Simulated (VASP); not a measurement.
# AlRh (Pm-3m) in VASP: notebook, part 2 of 2

VASP 6.6.1. The steps go on from the part before.

## (3) Relaxation of cell and atoms, LDA

This run uses another cell than the first one, of 13.64 Å³/atom, 1.063 times its volume.

Input file INCAR:

```
ALGO = Normal
EDIFF = 1E-7
EDIFFG = -0.03
ENCUT = 600
IBRION = 2
ISIF = 3
ISMEAR = -1
LASPH = True
LCHARG = False
LREAL = False
LWAVE = False
NELM = 60
NSW = 60
PREC = Accurate
SIGMA = 0.1
```

Input file KPOINTS:

```
k-points
0
Gamma
  14 14 14
```

Input file POSCAR:

```
AlRh
1.0
    3.0100000000      0.0000000000      0.0000000000
    0.0000000000      3.0100000000      0.0000000000
    0.0000000000      0.0000000000      3.0100000000
Al Rh
1 1
Direct
    0.0000000000      0.0000000000      0.0000000000
    0.5000000000      0.5000000000      0.5000000000
```

Potentials or basis: VASP PAW LDA potentials, release 64 (Al, Rh_pv).

Command:

```bash
$ cat potpaw_LDA.64/Al/POTCAR potpaw_LDA.64/Rh_pv/POTCAR > POTCAR
$ mpirun -np 1 vasp_std > vasp.out
```

OUTCAR:

```text
EDIFF = 1E-7
   EDIFFG = -0.03
   ENCUT = 600
   IBRION = 2
   ISIF = 3
   ISMEAR = -1
   LASPH = True
   LREAL = False
   NELM = 60
   NSW = 60
   PREC = Accurate

 ion  position               nearest neighbor table
   1  0.000  0.000  0.000-   2 2.61   2 2.61   2 2.61   2 2.61   2 2.61   2 2.61   2 2.61   2 2.61

   2  0.500  0.500  0.500-   1 2.61   1 2.61   1 2.61   1 2.61   1 2.61   1 2.61   1 2.61   1 2.61

  LATTYP: Found a simple cubic cell.
 ALAT       =     3.0100000000

  Lattice vectors:

 A1 = (   3.0100000000,   0.0000000000,   0.0000000000)
 A2 = (   0.0000000000,   3.0100000000,   0.0000000000)
 A3 = (   0.0000000000,   0.0000000000,   3.0100000000)

Analysis of symmetry for initial positions (statically):
=====================================================================
 Subroutine PRICEL returns:
 Original cell was already a primitive cell.

 Routine SETGRP: Setting up the symmetry group for a
 simple cubic supercell.

 Subroutine GETGRP returns: Found 48 space group operations
 (whereof 48 operations were pure point group operations)
 out of a pool of 48 trial point group operations.

The static configuration has the point symmetry O_h .

Analysis of symmetry for dynamics (positions and initial velocities):
=====================================================================
 Subroutine PRICEL returns:
 Original cell was already a primitive cell.

 Routine SETGRP: Setting up the symmetry group for a
 simple cubic supercell.

 Subroutine GETGRP returns: Found 48 space group operations
 (whereof 48 operations were pure point group operations)
 out of a pool of 48 trial point group operations.

The dynamic configuration has the point symmetry O_h .

 Subroutine INISYM returns: Found 48 space group operations
 (whereof 48 operations are pure point group operations),
 and found     1 'primitive' translations

----------------------------------------------------------------------------------------

                                     Primitive cell

  volume of cell :      27.2709

  direct lattice vectors                    reciprocal lattice vectors
     3.010000000  0.000000000  0.000000000     0.332225914  0.000000000  0.000000000
     0.000000000  3.010000000  0.000000000     0.000000000  0.332225914  0.000000000
     0.000000000  0.000000000  3.010000000     0.000000000  0.000000000  0.332225914

  length of vectors
     3.010000000  3.010000000  3.010000000     0.332225914  0.332225914  0.332225914

  position of ions in fractional coordinates (direct lattice)
     0.000000000  0.000000000  0.000000000
     0.500000000  0.500000000  0.500000000

  ion indices of the primitive-cell ions
   primitive index   ion index
                 1           1
                 2           2

----------------------------------------------------------------------------------------

 KPOINTS: k-points

Automatic generation of k-mesh.
 Grid dimensions read from file:
 generate k-points for:   14   14   14

 Generating k-lattice:

  Cartesian coordinates                     Fractional coordinates (reciprocal lattice)
     0.023730422  0.000000000  0.000000000     0.071428571  0.000000000  0.000000000
     0.000000000  0.023730422  0.000000000     0.000000000  0.071428571  0.000000000
[... 52 lines left out ...]
   ISPIN  =      1    spin polarized calculation?
   LNONCOLLINEAR =      F non collinear calculations
   LSORBIT =      F    spin-orbit coupling
   LASPH  =      T    aspherical Exc in radial PAW
   ENCUT  =  600.0 eV  44.10 Ry    6.64 a.u.   6.01  6.01  6.01*2*pi/ulx,y,z
   NELM   =     60;   NELMIN=  2; NELMDL= -5     # of ELM steps
   EDIFF  = 0.1E-06   stopping-criterion for ELM
   LREAL  =      F    real-space projection
   EDIFFG = -.3E-01   stopping-criterion for IOM
   NSW    =     60    number of steps for IOM
   IBRION =      2    ionic relax: 0-MD 1-quasi-New 2-CG
   NFREE  =      1    steps in history (QN), initial steepest desc. (CG)
   ISIF   =      3    stress and relaxation
   ISYM   =      2    0-nonsym 1-usesym 2-fastsym
   POTIM  = 0.5000    time-step for ionic-motion
   TEBEG  =    0.0;   TEEND  =   0.0 temperature during run
   PSTRESS=    0.0 pullay stress
   NELECT =      18.0000    total number of electrons
   NUPDOWN=      -1.0000    fix difference up-down
   EMIN   =  10.00;   EMAX   =-10.00  energy-range for DOS
   EFERMI =   0.00;   METHOD = LEGACY
   ISMEAR =    -1;   SIGMA  =   0.10  broadening in eV -4-tet -1-fermi 0-gaus
   EFERMI_NEDOS =   21; number of points for ismear=-14 and -15
   IALGO  =     38    algorithm
   IMIX   =      4    mixing-type and parameters
     AMIX     =   0.40;   BMIX     =  1.00
     AMIX_MAG =   1.60;   BMIX_MAG =  1.00
  volume/ion in A,a.u.               =      13.64        92.02
  Fermi-wavevector in a.u.,A,eV,Ry     =   1.425386  2.693589 27.643302  2.031725
  Thomas-Fermi vector in A             =   2.545776
   LORBIT       =      0    0 simple, 1 ext, 2 COOP (PROOUT), +10 PAW based schemes
   GGA     = CA    functional components
   LHFCALC =     F    Hartree Fock is set to
   AEXX    =    0.0000 exact exchange contribution
   IVDW    =     0    specifies the selected vdW correction
   LEPSILON=     F    determine dielectric tensor
   LRPA    =     F    only Hartree local field effects (RPA)
 conjugate gradient relaxation of ions
 non-spin polarized calculation
  energy-cutoff  :      600.00
  volume of cell :       27.27
 maximum number of plane-waves:       931
   NGX = 13   NGY = 13   NGZ = 13

--------------------------------------- Ionic step        1  -------------------------------------------

 number of electron      17.9999993 magnetization

 Free energy of the ion-electron system (eV)
  ---------------------------------------------------
  ext. energy  EPLUGINS =         0.00000000
  ---------------------------------------------------
  free energy    TOTEN  =       -15.05336788 eV

  energy without entropy =      -15.03302327  energy(sigma->0) =      -15.04319557

------------------------ aborting loop because EDIFF is reached ----------------------------------------

  FORCE on cell =-STRESS in cart. coord.  units (eV):
  Direction    XX          YY          ZZ          XY          YZ          ZX
  --------------------------------------------------------------------------------------
  -------------------------------------------------------------------------------------
  Total       -1.9677689     -1.9677689     -1.9677689     -0.0000000     -0.0000000      0.0000000
  in kB     -115.6072829   -115.6072829   -115.6072829     -0.0000000     -0.0000000      0.0000000
  external PRESSURE =    -115.6072829 kB  Pullay stress =       0.0000000 kB
[... 59 lines left out ...]
--------------------------------------- Ionic step        3  -------------------------------------------

 number of electron      18.0000002 magnetization

 Free energy of the ion-electron system (eV)
  ---------------------------------------------------
  ext. energy  EPLUGINS =         0.00000000
  ---------------------------------------------------
  free energy    TOTEN  =       -15.11266361 eV

  energy without entropy =      -15.09518461  energy(sigma->0) =      -15.10392411

 E-fermi :  11.8332     XC(G=0): -13.0165

 val. band max:       11.8100657943   @ k =   0.5000   0.3571   0.0714
 cond. band min:      11.9478173325   @ k =   0.5000   0.2857   0.0000
 fundamental gap:      0.1377515383
 Fermi energy:        11.8332319026

 k-point     1 :       0.0000    0.0000    0.0000
  band No.  band energies     occupation
      1     -34.7448      2.00000
      2     -34.7448      2.00000
      3     -34.7448      2.00000
      4       0.8112      2.00000
      5       6.6693      2.00000
      6       6.6693      2.00000
      7      10.0851      2.00000
      8      10.0851      2.00000
      9      10.0851      2.00000
     10      16.9125      0.00000
     11      16.9125      0.00000
     12      16.9125      0.00000
     13      21.5841      0.00000
[... 354 lines left out ...]
  band No.  band energies     occupation
      1     -34.8731      2.00000
      2     -34.7967      2.00000
      3     -34.7279      2.00000
      4       3.6975      2.00000
      5       6.4576      2.00000
      6       7.6750      2.00000
      7       8.5782      2.00000
      8       8.8835      2.00000
      9       9.6319      2.00000
     10      12.7521      0.00020
     11      16.7851      0.00000
     12      19.7365      0.00000
     13      21.3584      0.00000

 [... further k-points ...]

------------------------ aborting loop because EDIFF is reached ----------------------------------------

  FORCE on cell =-STRESS in cart. coord.  units (eV):
  Direction    XX          YY          ZZ          XY          YZ          ZX
  --------------------------------------------------------------------------------------
  -------------------------------------------------------------------------------------
  Total       -0.0506157     -0.0506157     -0.0506157      0.0000000      0.0000000      0.0000000
  in kB       -3.1493665     -3.1493665     -3.1493665      0.0000000      0.0000000      0.0000000
  external PRESSURE =      -3.1493665 kB  Pullay stress =       0.0000000 kB
[... 17 lines left out ...]
  FREE ENERGIE OF THE ION-ELECTRON SYSTEM (eV)
  ---------------------------------------------------
  free  energy   TOTEN  =       -15.1126636080 eV

  energy  without entropy=      -15.0951846148  energy(sigma->0) =      -15.10392411

 reached required accuracy - stopping structural energy minimisation
```

OSZICAR:

```text
N       E                     dE             d eps       ncg     rms          rms(c)
DAV:   1     0.139415134093E+03    0.13942E+03   -0.11693E+04  3152   0.154E+03
DAV:   2    -0.129578129738E+02   -0.15237E+03   -0.14670E+03  3285   0.381E+02
DAV:   3    -0.155666315517E+02   -0.26088E+01   -0.25828E+01  3907   0.535E+01
[... 28 lines left out ...]
DAV:   5    -0.151124717580E+02    0.59927E-02   -0.19885E-02  3265   0.116E+00    0.242E-01
DAV:   6    -0.151126367821E+02   -0.16502E-03   -0.65393E-04  3617   0.257E-01    0.616E-02
DAV:   7    -0.151126645231E+02   -0.27741E-04   -0.24069E-05  3305   0.528E-02    0.781E-03
DAV:   8    -0.151126636743E+02    0.84879E-06   -0.12514E-06  3450   0.893E-03    0.464E-03
DAV:   9    -0.151126636080E+02    0.66283E-07   -0.64434E-08  1755   0.343E-03
   3 F= -.15112664E+02 E0= -.15103924E+02  d E =-.592957E-01
```

CONTCAR:

```text
AlRh
   1.00000000000000
     2.9529601213033945    0.0000000000000000    0.0000000000000000
    -0.0000000000000000    2.9529601213033945   -0.0000000000000000
    -0.0000000000000000   -0.0000000000000000    2.9529601213033945
  Al              Rh
     1     1
Direct
     0.0000000000000000    0.0000000000000000    0.0000000000000000
     0.5000000000000000    0.5000000000000000    0.5000000000000000

  0.00000000E+00  0.00000000E+00  0.00000000E+00
  0.00000000E+00  0.00000000E+00  0.00000000E+00
```

Wall time 40 s (1 thread of Intel Xeon Platinum 8488C (Sapphire Rapids), shared host); peak memory 0.17 GiB.

What came out:

| Item | Value |
| --- | --- |
| Free energy | -15.1127 eV |
| Relaxed volume | 12.87 Å³/atom |
| Relaxed cell | a = 2.953 Å, b = 2.953 Å, c = 2.953 Å, α = 90.00°, β = 90.00°, γ = 90.00° |
| Space group after relaxing (to 0.05 Å) | Pm-3m (No. 221) |
| Energy gained by relaxing | 29.6 meV/atom |
| Ionic steps | 3 |
| Pressure after relaxing | -0.3 GPa |
| Band gap on the k mesh | zero (band 9 reaches 13.86 eV, above the bottom of band 10 at 11.29 eV) |

The path:
```csv
step,energy change (eV),largest force (eV/Å),pressure (GPa),volume (Å³)
1,0.0000,0.0000,-11.56,27.27
2,0.0883,0.0000,23.90,23.57
3,-0.0593,0.0000,-0.31,25.75
```

Final structure:
```xyz
2
Lattice="2.9530 0.0000 0.0000 0.0000 2.9530 0.0000 0.0000 0.0000 2.9530" Properties=species:S:1:pos:R:3 pbc="T T T"
Al    0.0000    0.0000    0.0000
Rh    1.4765    1.4765    1.4765
```
